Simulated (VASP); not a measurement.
# Sn2HO2 in VASP: a series of runs

The runs below take Sn2HO2 through single point, with PBE+D3(BJ).

Program: VASP 6.6.1. These are calculated values, not measurements. Logs are shortened: lines on timing, memory, paths and dates and some standing lists are left out, and cuts for length are marked.

## (1) The cell of the first run

The cell holds a slab with vacuum, 5 atoms: a = 3.820 Å, b = 3.820 Å, c = 17.863 Å, α = 90.00°, β = 90.00°, γ = 90.00°.

## (2) Single point, PBE+D3(BJ), collinear spin, ferromagnetic start

INCAR reads:

```
PREC = Accurate ; ENCUT = 520
EDIFF = 1E-7 ; ISMEAR = 0
SIGMA = 0.05 ; LREAL = False
LASPH = True ; NELM = 150
ALGO = Normal ; ISIF = 2
LWAVE = False ; LCHARG = False
ISPIN = 2 ; MAGMOM = 0 0 0 0 1
LORBIT = 11 ; LDIPOL = True
IDIPOL = 3 ; DIPOL = 0.5 0.5 0.315
GGA = PE ; IVDW = 12
NBANDS = 32
```

KPOINTS reads:

```
regular mesh
0
Gamma
  7 7 1
```

POSCAR reads:

```
Sn2HO2
1.0
    3.8201633739      0.0000000000      0.0000000000
    0.0000000000      3.8201633739      0.0000000000
    0.0000000000      0.0000000000     17.8630408312
Sn O H
2 2 1
Direct
    0.7500000000      0.2500000000      0.2239260402
    0.2500000000      0.7500000000      0.3562126343
    0.2500000000      0.2500000000      0.2900693373
    0.7500000000      0.7500000000      0.2900693373
    0.6250000000      1.1250000000      0.4133051083
```

Potentials or basis: VASP PAW PBE potentials, release 64 (Sn_d, O, H).

Command:

```console
$ cat potpaw_PBE.64/Sn_d/POTCAR potpaw_PBE.64/O/POTCAR potpaw_PBE.64/H/POTCAR > POTCAR
$ mpirun -np 1 vasp_std > vasp.out
```

OUTCAR:

```text
PREC = Accurate
   ENCUT = 520
   EDIFF = 1E-7
   ISMEAR = 0
   LREAL = False
   LASPH = True
   NELM = 150
   ISIF = 2
   ISPIN = 2
   LORBIT = 11
   GGA = PE
   IVDW = 12
 IVDW          = 12

 ion  position               nearest neighbor table
   1  0.750  0.250  0.224-   3 2.25   4 2.25   4 2.25   3 2.25   2 3.59   2 3.59   2 3.59   2 3.59

   2  0.250  0.750  0.356-   3 2.25   4 2.25   3 2.25   4 2.25   5 2.27   1 3.59   1 3.59   1 3.59
                             1 3.59
   3  0.250  0.250  0.290-   2 2.25   2 2.25   1 2.25   1 2.25
   4  0.750  0.750  0.290-   2 2.25   2 2.25   1 2.25   1 2.25
   5  0.625  0.125  0.413-   2 2.27

  LATTYP: Found a simple tetragonal cell.
 ALAT       =     3.8201633739
 C/A-ratio  =     4.6759887164

  Lattice vectors:

 A1 = (   3.8201633739,   0.0000000000,   0.0000000000)
 A2 = (   0.0000000000,   3.8201633739,   0.0000000000)
 A3 = (   0.0000000000,   0.0000000000,  17.8630408312)

Analysis of symmetry for initial positions (statically):
=====================================================================
 Subroutine PRICEL returns:
 Original cell was already a primitive cell.

 Routine SETGRP: Setting up the symmetry group for a
 simple tetragonal supercell.

 Subroutine GETGRP returns: Found  2 space group operations
 (whereof  1 operations were pure point group operations)
 out of a pool of 16 trial point group operations.

The static configuration has the point symmetry C_1 .
 The point group associated with its full space group is C_1h.

Analysis of symmetry for dynamics (positions and initial velocities):
=====================================================================
 Subroutine PRICEL returns:
 Original cell was already a primitive cell.

 Routine SETGRP: Setting up the symmetry group for a
 simple tetragonal supercell.

 Subroutine GETGRP returns: Found  2 space group operations
 (whereof  1 operations were pure point group operations)
 out of a pool of 16 trial point group operations.

The dynamic configuration has the point symmetry C_1 .
 The point group associated with its full space group is C_1h.

Analysis of structural, dynamic, and magnetic symmetry:
=====================================================================
 Subroutine PRICEL returns:
 Original cell was already a primitive cell.

 Routine SETGRP: Setting up the symmetry group for a
 simple tetragonal supercell.

 Subroutine GETGRP returns: Found  2 space group operations
 (whereof  1 operations were pure point group operations)
 out of a pool of 16 trial point group operations.

The overall configuration has the point symmetry C_1 .
 The point group associated with its full space group is C_1h.

 Subroutine INISYM returns: Found  2 space group operations
 (whereof  1 operations are pure point group operations),
 and found     1 'primitive' translations

----------------------------------------------------------------------------------------

                                     Primitive cell

  volume of cell :     260.6869

  direct lattice vectors                    reciprocal lattice vectors
     3.820163374  0.000000000  0.000000000     0.261768909  0.000000000  0.000000000
     0.000000000  3.820163374  0.000000000     0.000000000  0.261768909  0.000000000
     0.000000000  0.000000000 17.863040831     0.000000000  0.000000000  0.055981510

  length of vectors
     3.820163374  3.820163374 17.863040831     0.261768909  0.261768909  0.055981510

  position of ions in fractional coordinates (direct lattice)
     0.750000000  0.250000000  0.223926040
     0.250000000  0.750000000  0.356212634
     0.250000000  0.250000000  0.290069337
     0.750000000  0.750000000  0.290069337
     0.625000000  0.125000000  0.413305108

  ion indices of the primitive-cell ions
   primitive index   ion index
                 1           1
                 2           2
                 3           3
                 4           4
[... 34 lines left out ...]
  0.142857  0.142857  0.000000      2.000000
 -0.142857  0.142857  0.000000      2.000000
[... 8 lines left out ...]
  0.428571  0.428571  0.000000      2.000000
 -0.428571  0.428571  0.000000      2.000000
   k-points           NKPTS =     16   k-points in BZ     NKDIM =     16   number of bands    NBANDS=     32
   number of dos      NEDOS =    301   number of ions     NIONS =      5
   total plane-waves  NPLWV = 109760
   dimension x,y,z NGX =    28 NGY =   28 NGZ =  140
   dimension x,y,z NGXF=    56 NGYF=   56 NGZF=  280
   ions per type =               2   2   1
   NGX,Y,Z   is equivalent  to a cutoff of  12.19, 12.19, 13.03 a.u.
   NGXF,Y,Z  is equivalent  to a cutoff of  24.37, 24.37, 26.06 a.u.
 SYSTEM =  unknown system
   PREC   = accura    normal or accurate (medium, high low for compatibility)
   ISTART =      0    job   : 0-new  1-cont  2-samecut
   ICHARG =      2    charge: 1-file 2-atom 10-const
   ISPIN  =      2    spin polarized calculation?
   LNONCOLLINEAR =      F non collinear calculations
   LSORBIT =      F    spin-orbit coupling
   LASPH  =      T    aspherical Exc in radial PAW
   ENCUT  =  520.0 eV  38.22 Ry    6.18 a.u.   7.10  7.10 33.21*2*pi/ulx,y,z
   NELM   =    150;   NELMIN=  2; NELMDL= -5     # of ELM steps
   EDIFF  = 0.1E-06   stopping-criterion for ELM
   LREAL  =      F    real-space projection
   EDIFFG = 0.1E-05   stopping-criterion for IOM
   NSW    =      0    number of steps for IOM
   IBRION =     -1    ionic relax: 0-MD 1-quasi-New 2-CG
   NFREE  =      0    steps in history (QN), initial steepest desc. (CG)
   ISIF   =      2    stress and relaxation
   ISYM   =      2    0-nonsym 1-usesym 2-fastsym
   POTIM  = 0.5000    time-step for ionic-motion
   TEBEG  =    0.0;   TEEND  =   0.0 temperature during run
   PSTRESS=    0.0 pullay stress
   NELECT =      41.0000    total number of electrons
   NUPDOWN=      -1.0000    fix difference up-down
   EMIN   =  10.00;   EMAX   =-10.00  energy-range for DOS
   EFERMI =   0.00;   METHOD = LEGACY
   ISMEAR =     0;   SIGMA  =   0.05  broadening in eV -4-tet -1-fermi 0-gaus
   EFERMI_NEDOS =   21; number of points for ismear=-14 and -15
   IALGO  =     38    algorithm
   IMIX   =      4    mixing-type and parameters
     AMIX     =   0.40;   BMIX     =  1.00
     AMIX_MAG =   1.60;   BMIX_MAG =  1.00
  volume/ion in A,a.u.               =      52.14       351.84
  Fermi-wavevector in a.u.,A,eV,Ry     =   0.883683  1.669918 10.624723  0.780895
  Thomas-Fermi vector in A             =   2.004482
   LORBIT       =     11    0 simple, 1 ext, 2 COOP (PROOUT), +10 PAW based schemes
   GGA     = PE    functional components
   LHFCALC =     F    Hartree Fock is set to
   AEXX    =    0.0000 exact exchange contribution
   IVDW    =    12    specifies the selected vdW correction
   LEPSILON=     F    determine dielectric tensor
   LRPA    =     F    only Hartree local field effects (RPA)
 spin polarized calculation
 Gauss-broadening in eV      SIGMA  =   0.05
  energy-cutoff  :      520.00
  volume of cell :      260.69
 maximum number of plane-waves:      7046
   NGX = 15   NGY = 15   NGZ = 67

 dipolmoment           0.000000      0.000000     -0.015339 electrons x Angstroem

 number of electron      40.9999984 magnetization      -0.0218165

 number of electron      40.9999984 magnetization       0.0051184

 dipolmoment           0.000000      0.000000      0.078484 electrons x Angstroem

 Free energy of the ion-electron system (eV)
  ---------------------------------------------------
  ext. energy  EPLUGINS =         0.00000000
  ---------------------------------------------------
  free energy    TOTEN  =       -24.13496294 eV

  energy without entropy =      -24.13311688  energy(sigma->0) =      -24.13403991

 E-fermi :  -2.0182     XC(G=0):  -3.7142

 val. band max:       -2.0762136970   @ k =   0.4286   0.0000   0.0000
 cond. band min:      -2.0090224740   @ k =   0.2857   0.2857   0.0000
 fundamental gap:      0.0671912230
 Fermi energy:        -2.0181880006

 spin component 1

 k-point     1 :       0.0000    0.0000    0.0000
  band No.  band energies     occupation
      1     -23.3243      1.00000
      2     -23.0538      1.00000
      3     -23.0480      1.00000
      4     -23.0142      1.00000
      5     -22.9754      1.00000
      6     -22.9198      1.00000
[... 549 lines left out ...]
     31       7.0780      0.00000
     32       7.3392      0.00000
 Fermi energy:        -2.0181880006

 spin component 2

 k-point     1 :       0.0000    0.0000    0.0000
  band No.  band energies     occupation
      1     -23.3241      1.00000
      2     -23.0535      1.00000
      3     -23.0476      1.00000
      4     -23.0138      1.00000
      5     -22.9751      1.00000
      6     -22.9197      1.00000
[... 549 lines left out ...]
     31       7.0774      0.00000
     32       7.3330      0.00000

------------------------ aborting loop because EDIFF is reached ----------------------------------------

 vacuum level on the upper side and lower side of the slab       (xc-potential included)         0.337        -0.607

 Edisp (eV)   -0.64806

 E8    (eV) :    -0.2800

  FORCE on cell =-STRESS in cart. coord.  units (eV):
  Direction    XX          YY          ZZ          XY          YZ          ZX
  --------------------------------------------------------------------------------------
  -------------------------------------------------------------------------------------
  Total      -2.56304    -2.56304     0.40624    -0.47738    -0.12574    -0.12574
  in kB     -15.75239   -15.75239     2.49676    -2.93396    -0.77281    -0.77281
  external pressure =       -9.67 kB  Pullay stress =        0.00 kB

 VOLUME and BASIS-vectors are now :
 -----------------------------------------------------------------------------
  energy-cutoff  :      520.00
  volume of cell :      260.69
      direct lattice vectors                 reciprocal lattice vectors
     3.820163374  0.000000000  0.000000000     0.261768909  0.000000000  0.000000000
     0.000000000  3.820163374  0.000000000     0.000000000  0.261768909  0.000000000
     0.000000000  0.000000000 17.863040831     0.000000000  0.000000000  0.055981510

 POSITION                                       TOTAL-FORCE (eV/Angst)
 -----------------------------------------------------------------------------------
      2.86512      0.95504      4.00000         0.022729      0.022729      0.147557
      0.95504      2.86512      6.36304         0.517565      0.517565      0.536660
      0.95504      0.95504      5.18152        -0.265090      0.047608     -0.346982
      2.86512      2.86512      5.18152         0.047608     -0.265090     -0.346982
      2.38760      0.47752      7.38289        -0.322812     -0.322812      0.009746
 -----------------------------------------------------------------------------------
    total drift:                               -0.000068     -0.000068      0.001294

  FREE ENERGIE OF THE ION-ELECTRON SYSTEM (eV)
  ---------------------------------------------------
  free  energy   TOTEN  =       -24.7830183558 eV

  energy  without entropy=      -24.7811723003  energy(sigma->0) =      -24.78209533

 vacuum level on the upper side and lower side of the slab         3.550         2.565

 total charge

# of ion       s       p       d       tot
------------------------------------------
    1        1.275   0.769  10.054  12.098
    2        1.165   0.761  10.074  12.000
    3        1.578   3.421   0.000   4.999
    4        1.578   3.421   0.000   4.999
    5        0.429   0.003   0.000   0.432
--------------------------------------------------
tot          6.025   8.374  20.128  34.527

 magnetization (x)

# of ion       s       p       d       tot
------------------------------------------
    1        0.000  -0.000   0.000   0.000
    2        0.001   0.000   0.000   0.001
    3        0.000   0.000   0.000   0.000
    4        0.000   0.000   0.000   0.000
    5        0.001   0.000   0.000   0.001
--------------------------------------------------
tot          0.001   0.001   0.000   0.002
```

Run time: 60 min. Hardware: 1 thread of AMD EPYC 7R13 (Zen 3), shared host; peak memory 0.48 GiB.

Results:

```yaml
Free_energy: -24.7830 eV
Largest_force: 0.908 eV/Å
Net_moment: 0.01 μB per cell
Valence_electrons_inside_the_program's_atomic_spheres: Sn 12.10, 12.00; O 5.00; H 0.43
Dispersion_energy_per_atom: -0.130 eV
```

Forces in eV/Å, atoms in the order of the input:
```
Sn   0.023  0.023  0.148
Sn   0.518  0.518  0.537
O   -0.265  0.048 -0.347
O    0.048 -0.265 -0.347
H   -0.323 -0.323  0.010
```

Caveat: spin-orbit coupling is left out, which moves the levels of the heavy elements.

## (3) Single point, PBE+D3(BJ), collinear spin, ferromagnetic start

INCAR reads:

```
SYSTEM = Sn2HO2
PREC = Accurate
ENCUT = 520
EDIFF = 1E-6
ISMEAR = 0
SIGMA = 0.05
LREAL = .False.
LASPH = .True.
NELM = 150
ALGO = Normal
ISIF = 2
LWAVE = .False.
LCHARG = .False.
ISPIN = 2
MAGMOM = 0 0 0 0 1
LORBIT = 11
LDIPOL = .True.
IDIPOL = 3
DIPOL = 0.5 0.5 0.323
GGA = PE
IVDW = 12
NBANDS = 32
```

KPOINTS reads:

```
regular mesh
0
Gamma
  7 7 1
  0 0 0
```

Changes to POSCAR since step 2:

```diff
@@ -12,2 +12,2 @@
     0.7500000000      0.7500000000      0.2900693373
-    0.6250000000      1.1250000000      0.4133051083
+    0.3750000000      0.8750000000      0.4534483154
```

Potentials or basis: VASP PAW PBE potentials, release 64 (Sn_d, O, H).

Command:

```console
$ cat potpaw_PBE.64/Sn_d/POTCAR potpaw_PBE.64/O/POTCAR potpaw_PBE.64/H/POTCAR > POTCAR
$ mpirun -np 1 vasp_std > vasp.out
```

It took 8 min on 1 thread of AMD EPYC 9755, shared host; peak memory 0.46 GiB.

Results (log left out):

| Quantity | Value |
| --- | --- |
| Free energy | -24.6438 eV |
| Largest force | 0.585 eV/Å |
| Net moment | 0.96 μB per cell |
| Site moments | Sn +0.02, +0.23; O +0.10; H +0.13 μB |
| Valence electrons inside the program's atomic spheres | Sn 12.10, 12.13; O 5.00; H 0.49 |
| Dispersion energy per atom | -0.119 eV |

Forces on the atoms (eV/Å):
```
Sn  -0.072 -0.072 -0.109
Sn   0.039  0.039 -0.280
O    0.189 -0.522  0.186
O   -0.522  0.189  0.186
H    0.365  0.365  0.018
```

Levels at points of the mesh, in eV from the Fermi level:
Spin up:
| k point | band 17 | band 18 | band 19 | band 20 | band 21 | band 22 | band 23 | band 24 | band 25 | band 26 |
| --- | --- | --- | --- | --- | --- | --- | --- | --- | --- | --- |
| (0.00, 0.00, 0.00) | -4.30 | -3.87 | -3.84 | -3.49 | -0.63 | 1.06 | 2.65 | 3.28 | 3.32 | 3.40 |
Spin down:
```csv
k point,band 17,band 18,band 19,band 20,band 21,band 22,band 23,band 24
"(0.00, 0.00, 0.00)",-4.11,-3.71,-3.68,-3.12,-0.09,1.11,3.17,3.40
```

Caveat: spin-orbit coupling is left out, which moves the levels of the heavy elements.

(Part 1 of 2 ends here.)
